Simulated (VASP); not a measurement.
# Si (a cell with a defect) in VASP: a series of runs, part 2 of 2

VASP 6.6.1. Earlier steps stand in the parts before.

## 4. Single point, LDA

The input, INCAR:

```
  PREC = Accurate
  ENCUT = 520
  EDIFF = 1E-7
  ISMEAR = 0
  SIGMA = 0.05
  LREAL = Auto
  LASPH = True
  NELM = 100
  ALGO = Normal
  ISIF = 2
  LWAVE = False
  LCHARG = True
  LELF = True
  LVHAR = True
  NBANDS = 48
```

The input, KPOINTS:

```
regular mesh
0
Gamma
  2 2 2
```

The input, POSCAR:

```
Si
1.0
    0.0000000000      5.4300000000      5.4300000000
    5.4300000000      0.0000000000      5.4300000000
    5.4300000000      5.4300000000      0.0000000000
Si
17
Direct
   -0.0282698895      0.0094313996      0.0090161142
    0.1215524862      0.1183556169      0.1179683241
    0.0047209945     -0.0192093923      0.5068176796
    0.1215365562      0.1183113260      0.6413017495
    0.0047174954      0.5072174954     -0.0196031308
    0.1215375691      0.6417152855      0.1179114180
    0.0046911602      0.5071863720      0.5067863720
    0.1671465930      0.6108979742      0.6105047882
    0.4924771639     -0.0006515654     -0.0010550645
    0.5969832413      0.1343127072      0.1339084715
    0.4924498158     -0.0006374770      0.5083347145
    0.6292957643      0.1154618785      0.6271627993
    0.4924484346      0.5087372007     -0.0010403315
    0.6292908840      0.6275665746      0.1150590239
    0.5427263352      0.4857254144      0.4853233886
    0.6292570902      0.6275913444      0.6271906077
    0.9509458564      0.3496585635      0.3492464088
```

Potentials or basis: VASP PAW LDA potentials, release 64 (Si).

Started as:

```console
$ cat potpaw_LDA.64/Si/POTCAR > POTCAR
$ mpirun -np 1 vasp_std > vasp.out
```

OUTCAR:

```text
PREC = Accurate
   ENCUT = 520
   EDIFF = 1E-7
   ISMEAR = 0
   LREAL = Auto
   LASPH = True
   NELM = 100
   ISIF = 2

 ion  position               nearest neighbor table
   1  0.972  0.009  0.009-   2 2.31   4 2.31   6 2.31  10 2.35
   2  0.122  0.118  0.118-   1 2.31   9 2.33   3 2.44   5 2.44  17 2.55
   3  0.005  0.981  0.507-   8 2.33  12 2.35  17 2.36   4 2.44   2 2.44
   4  0.122  0.118  0.641-   1 2.31  11 2.33   3 2.44   7 2.44  17 2.56
   5  0.005  0.507  0.980-   8 2.33  14 2.35  17 2.36   6 2.44   2 2.44
   6  0.122  0.642  0.118-   1 2.31  13 2.33   5 2.44   7 2.44  17 2.56
   7  0.005  0.507  0.507-   8 2.33  16 2.35  17 2.36   6 2.44   4 2.44
   8  0.167  0.611  0.611-   7 2.33   5 2.33   3 2.33  15 2.35
   9  0.492  0.999  0.999-   2 2.33  14 2.33  12 2.33  10 2.35
  10  0.597  0.134  0.134-   1 2.35  13 2.35  11 2.35   9 2.35
  11  0.492  0.999  0.508-   4 2.33  16 2.33  12 2.33  10 2.35
  12  0.629  0.115  0.627-  11 2.33   9 2.33  15 2.33   3 2.35  17 3.04
  13  0.492  0.509  0.999-   6 2.33  16 2.33  14 2.33  10 2.35
  14  0.629  0.628  0.115-  13 2.33   9 2.33  15 2.33   5 2.35  17 3.04
  15  0.543  0.486  0.485-  12 2.33  14 2.33  16 2.33   8 2.35  17 2.56
  16  0.629  0.628  0.627-  13 2.33  11 2.33  15 2.33   7 2.35  17 3.04
  17  0.951  0.350  0.349-   7 2.36   5 2.36   3 2.36   2 2.55   4 2.56   6 2.56  15 2.56  14 3.04
                            12 3.04  16 3.04

  LATTYP: Found a face centered cubic cell.
 ALAT       =    10.8600000000

  Lattice vectors:

 A1 = (   0.0000000000,   5.4300000000,   5.4300000000)
 A2 = (   5.4300000000,   0.0000000000,   5.4300000000)
 A3 = (   5.4300000000,   5.4300000000,   0.0000000000)

Analysis of symmetry for initial positions (statically):
=====================================================================
 Subroutine PRICEL returns:
 Original cell was already a primitive cell.
[... 157 lines left out ...]
  Fermi-wavevector in a.u.,A,eV,Ry     =   0.976715  1.845724 12.979587  0.953973
  Thomas-Fermi vector in A             =   2.107356
   LORBIT       =      0    0 simple, 1 ext, 2 COOP (PROOUT), +10 PAW based schemes
   GGA     = CA    functional components
   LHFCALC =     F    Hartree Fock is set to
   AEXX    =    0.0000 exact exchange contribution
   IVDW    =     0    specifies the selected vdW correction
   LEPSILON=     F    determine dielectric tensor
   LRPA    =     F    only Hartree local field effects (RPA)
 non-spin polarized calculation
 Gauss-broadening in eV      SIGMA  =   0.05
  energy-cutoff  :      520.00
  volume of cell :      320.21
 maximum number of plane-waves:      8646
 NGX is ok and might be reduce to    60
   NGX = 29   NGY = 29   NGZ = 29

 number of electron      68.0000000 magnetization

 Free energy of the ion-electron system (eV)
  ---------------------------------------------------
  ext. energy  EPLUGINS =         0.00000000
  ---------------------------------------------------
  free energy    TOTEN  =       -97.35316089 eV

  energy without entropy =      -97.34094245  energy(sigma->0) =      -97.34705167

 E-fermi :   6.7214     XC(G=0):  -9.8556

 val. band max:        6.6674002183   @ k =   0.0000   0.0000   0.0000
 cond. band min:       6.7326442891   @ k =   0.5000   0.0000   0.5000
 fundamental gap:      0.0652440708
 Fermi energy:         6.7213745272

 k-point     1 :       0.0000    0.0000    0.0000
  band No.  band energies     occupation
      1      -6.3387      2.00000
      2      -3.8983      2.00000
      3      -3.6941      2.00000
      4      -3.6939      2.00000
      5      -3.5283      2.00000
      6      -2.7063      2.00000
[... 381 lines left out ...]
     45      10.0825      0.00000
     46      10.3087      0.00000
 [bands above 46 left out]

------------------------ aborting loop because EDIFF is reached ----------------------------------------

  FORCE on cell =-STRESS in cart. coord.  units (eV):
  Direction    XX          YY          ZZ          XY          YZ          ZX
  --------------------------------------------------------------------------------------
  -------------------------------------------------------------------------------------
  Total        2.9886587      2.9849449      2.9835693      0.8488324     -0.8422532      0.8463232
  in kB       14.9540013     14.9354192     14.9285362      4.2472031     -4.2142837      4.2346483
  external PRESSURE =      14.9393189 kB  Pullay stress =       0.0000000 kB

 VOLUME and BASIS-vectors are now :
 -----------------------------------------------------------------------------
  energy-cutoff  :      520.00
  volume of cell :      320.21
      direct lattice vectors                 reciprocal lattice vectors
     0.000000000  5.430000000  5.430000000    -0.092081031  0.092081031  0.092081031
     5.430000000  0.000000000  5.430000000     0.092081031 -0.092081031  0.092081031
     5.430000000  5.430000000  0.000000000     0.092081031  0.092081031 -0.092081031

 POSITION                                       TOTAL-FORCE (eV/Angst)
 -----------------------------------------------------------------------------------
      0.10017      5.32545      5.32771         0.013090     -0.014743     -0.014852
      1.28324      1.30060      1.30270         0.054719      0.041715      0.042180
      8.07771      2.77766      5.35133        -0.158524      0.157958      0.036976
      4.12470      4.14221      1.30237        -0.040280     -0.055221      0.041771
      8.07775      5.34917      2.77981        -0.159174      0.036865      0.158658
      4.12477      1.30021      4.14446        -0.040811      0.041769     -0.055050
[... 9 lines left out ...]
      6.81347      6.82251      6.82469         0.094164     -0.024095     -0.024369
      3.79505      7.06004      7.06228         0.359794     -0.360271     -0.361304
 -----------------------------------------------------------------------------------
    total drift:                                0.002259      0.004999      0.002919

  FREE ENERGIE OF THE ION-ELECTRON SYSTEM (eV)
  ---------------------------------------------------
  free  energy   TOTEN  =       -97.3531608874 eV

  energy  without entropy=      -97.3409424507  energy(sigma->0) =      -97.34705167
```

OSZICAR:

```text
N       E                     dE             d eps       ncg     rms          rms(c)
DAV:   1     0.156889444778E+03    0.15689E+03   -0.26088E+04   768   0.117E+03
DAV:   2    -0.837289375060E+02   -0.24062E+03   -0.22737E+03   920   0.171E+02
DAV:   3    -0.992138496772E+02   -0.15485E+02   -0.15079E+02   992   0.385E+01
DAV:   4    -0.995852050922E+02   -0.37136E+00   -0.36982E+00   952   0.733E+00
DAV:   5    -0.995947860860E+02   -0.95810E-02   -0.95744E-02   960   0.111E+00    0.150E+01
DAV:   6    -0.979850756151E+02    0.16097E+01   -0.12270E+00   904   0.333E+00    0.899E+00
DAV:   7    -0.973531728248E+02    0.63190E+00   -0.14899E+00   896   0.346E+00    0.118E+00
DAV:   8    -0.973549633925E+02   -0.17906E-02   -0.83393E-02   936   0.105E+00    0.513E-01
DAV:   9    -0.973531938772E+02    0.17695E-02   -0.60880E-03   904   0.268E-01    0.232E-01
DAV:  10    -0.973531402350E+02    0.53642E-04   -0.80059E-04   928   0.929E-02    0.976E-02
DAV:  11    -0.973531607294E+02   -0.20494E-04   -0.85672E-05   936   0.348E-02    0.334E-02
DAV:  12    -0.973531608355E+02   -0.10605E-06   -0.76895E-06   928   0.100E-02    0.903E-03
DAV:  13    -0.973531608976E+02   -0.62099E-07   -0.13657E-06   920   0.410E-03    0.236E-03
DAV:  14    -0.973531608874E+02    0.10136E-07   -0.13359E-07   632   0.132E-03
   1 F= -.97353161E+02 E0= -.97347052E+02  d E =-.122184E-01
```

stdout:

```text
POSCAR found type information on POSCAR Si
 POSCAR found :  1 types and      17 ions
 scaLAPACK will be used
 LDA part: xc-table for (Slater(with rela. corr.)+CA(PZ))
 , standard interpolation
 POSCAR, INCAR and KPOINTS ok, starting setup
 FFT: planning ... GRIDC
 FFT: planning ... GRID_SOFT
 FFT: planning ... GRID
 WAVECAR not read
 entering main loop
```

Wall time 2.1 min (1 thread of Intel Xeon 6975P-C (Granite Rapids), shared host); peak memory 0.37 GiB.

Results:

```
Free energy            : -97.3532 eV
Pressure               : 1.5 GPa
Largest force          : 0.624 eV/Å
Band gap on the k mesh : zero (bands 34 and 35 overlap by 0.07 eV)
```

Forces on the atoms (eV/Å):
```
Si   0.013 -0.015 -0.015
Si   0.055  0.042  0.042
Si  -0.159  0.158  0.037
Si  -0.040 -0.055  0.042
Si  -0.159  0.037  0.159
Si  -0.041  0.042 -0.055
Si  -0.037  0.159  0.159
Si   0.012 -0.010 -0.011
Si  -0.017  0.072  0.073
Si  -0.053  0.052  0.052
Si  -0.073  0.016  0.073
Si   0.025 -0.024 -0.095
Si  -0.073  0.073  0.016
Si   0.025 -0.094 -0.025
Si   0.068 -0.069 -0.068
Si   0.094 -0.024 -0.024
Si   0.360 -0.360 -0.361
```

Levels at points of the mesh, in eV from the Fermi level:
```csv
k point,band 30,band 31,band 32,band 33,band 34,band 35,band 36,band 37,band 38,band 39
"(0.00, 0.00, 0.00)",-1.52,-0.93,-0.66,-0.66,-0.40,-0.05,-0.05,0.14,0.14,0.52
"(0.50, 0.00, 0.00)",-1.46,-1.46,-1.25,-1.25,-0.24,0.47,0.47,1.11,1.11,1.22
"(0.00, 0.50, 0.00)",-1.46,-1.34,-1.34,-1.13,-0.18,0.22,0.82,0.87,0.92,1.31
"(0.00, 0.00, 0.50)",-1.46,-1.34,-1.34,-1.13,-0.18,0.22,0.82,0.87,0.92,1.31
"(0.50, 0.50, 0.50)",-1.46,-1.34,-1.34,-1.13,-0.18,0.22,0.82,0.87,0.92,1.31
"(0.50, 0.50, 0.00)",-1.92,-1.87,-1.73,-0.82,0.01,0.56,1.21,1.29,1.29,1.94
"(0.00, 0.50, 0.50)",-1.92,-1.87,-1.73,-0.82,0.01,0.56,1.21,1.29,1.29,1.94
"(0.50, 0.00, 0.50)",-1.92,-1.87,-1.73,-0.82,0.01,0.56,1.21,1.29,1.29,1.94
```

Caveat: the k points lie up to 0.50 Å⁻¹ apart.

## 5. Single point, LDA

The input, INCAR:

```
ALGO     = Normal         # electronic algorithm
EDIFF    = 1E-6           # SCF threshold, eV
ENCUT    = 520            # plane-wave cutoff, eV
ISIF     = 2              # what is computed and relaxed
ISMEAR   = 0              # smearing method
LASPH    = T              # aspherical terms in the spheres
LCHARG   = F              # write CHGCAR
LREAL    = Auto         
LWAVE    = F              # write WAVECAR
NBANDS   = 48             # bands
NELM     = 80             # most SCF steps
PREC     = Accurate       # precision mode
SIGMA    = 0.05           # smearing width, eV
```

The input, KPOINTS:

```
k-points
0
Gamma
  2 2 2
```

The input, POSCAR:

```
Si
1.0
    0.0000000000      5.4300000000      5.4300000000
    5.4300000000      0.0000000000      5.4300000000
    5.4300000000      5.4300000000      0.0000000000
Si
17
Direct
   -0.0417007366      0.0141184162      0.0138609576
    0.1207224678      0.1177876611      0.1176213628
    0.0038220994     -0.0166386740      0.5064200737
    0.1207000000      0.1176504604      0.6439939227
    0.0038309392      0.5066257827     -0.0168303867
    0.1207064457      0.6442515654      0.1174364641
    0.0038590239      0.5065483425      0.5063225599
    0.1536354512      0.6155345304      0.6153500000
    0.4961195212     -0.0025917127     -0.0028112339
    0.5826846225      0.1392678637      0.1390461326
    0.4961002762     -0.0025860958      0.5093096685
    0.6329002762      0.1162420810      0.6254400552
    0.4961080110      0.5095234807     -0.0028063536
    0.6329131676      0.6256601289      0.1160137201
    0.5284522099      0.4906730203      0.4904472376
    0.6329406077      0.6256514733      0.6254275322
    1.1749593002      0.2752572744      0.2749766114
```

Started as:

```console
$ cat potpaw_LDA.64/Si/POTCAR > POTCAR
$ mpirun -np 1 vasp_std > vasp.out
```

It took 2.1 min on 1 thread of Intel Xeon 6975P-C (Granite Rapids), shared host; peak memory 0.37 GiB.

Results (log left out):

```
Free energy            : -97.3553 eV
Pressure               : 1.5 GPa
Largest force          : 0.615 eV/Å
Band gap on the k mesh : zero (bands 34 and 35 overlap by 0.07 eV)
```

Forces on the atoms (eV/Å):
```
Si  -0.011  0.011  0.012
Si   0.044 -0.159 -0.158
Si   0.035 -0.037  0.053
Si   0.160 -0.043 -0.158
Si   0.036  0.052 -0.037
Si   0.159 -0.157 -0.042
Si  -0.051 -0.038 -0.038
Si  -0.009  0.013  0.013
Si  -0.092  0.025  0.025
Si  -0.075  0.073  0.072
Si  -0.026  0.094  0.024
Si   0.073 -0.074 -0.010
Si  -0.026  0.024  0.095
Si   0.074 -0.011 -0.074
Si   0.056 -0.055 -0.056
Si   0.011 -0.075 -0.074
Si  -0.358  0.355  0.352
```

Stress tensor (GPa, compression positive):
```
 1.50  0.42  0.42
 0.42  1.49 -0.42
 0.42 -0.42  1.49
```

Levels at points of the mesh, in eV from the Fermi level:
```tsv
k point	band 32	band 33	band 34	band 35	band 36	band 37
(0.00, 0.00, 0.00)	-0.67	-0.66	-0.40	-0.06	-0.05	0.14
(0.50, 0.00, 0.00)	-1.26	-1.26	-0.24	0.47	0.47	1.11
(0.00, 0.50, 0.00)	-1.34	-1.13	-0.18	0.22	0.82	0.87
(0.00, 0.00, 0.50)	-1.34	-1.13	-0.18	0.22	0.82	0.87
(0.50, 0.50, 0.50)	-1.34	-1.13	-0.18	0.22	0.82	0.87
(0.50, 0.50, 0.00)	-1.73	-0.82	0.01	0.56	1.21	1.29
(0.00, 0.50, 0.50)	-1.73	-0.82	0.01	0.56	1.21	1.28
(0.50, 0.00, 0.50)	-1.73	-0.82	0.01	0.56	1.21	1.29
```

Caveat: the k points lie up to 0.50 Å⁻¹ apart.

## 6. Overview

```csv
cell,gap on the mesh (eV),pressure (GPa),largest force (eV/Å)
"as given, atomic positions A",none,1.4,0.58
"as given, atomic positions B",none,1.4,0.63
"as given, atomic positions C",none,1.5,0.62
"as given, atomic positions D",none,1.5,0.61
```

Alike in all rows: task single point; level LDA; potentials or basis VASP PAW LDA potentials, release 64 (Si); no spin polarisation; k mesh 2 × 2 × 2; cutoff (eV) 520; smearing gaussian 0.05 eV.

Caveats: all runs use coarse meshes.

Total energies depend on the potentials used, so only differences within one code and one set of settings carry meaning.

The gap in the log of VASP goes by the Fermi energy; the results here count the filled bands.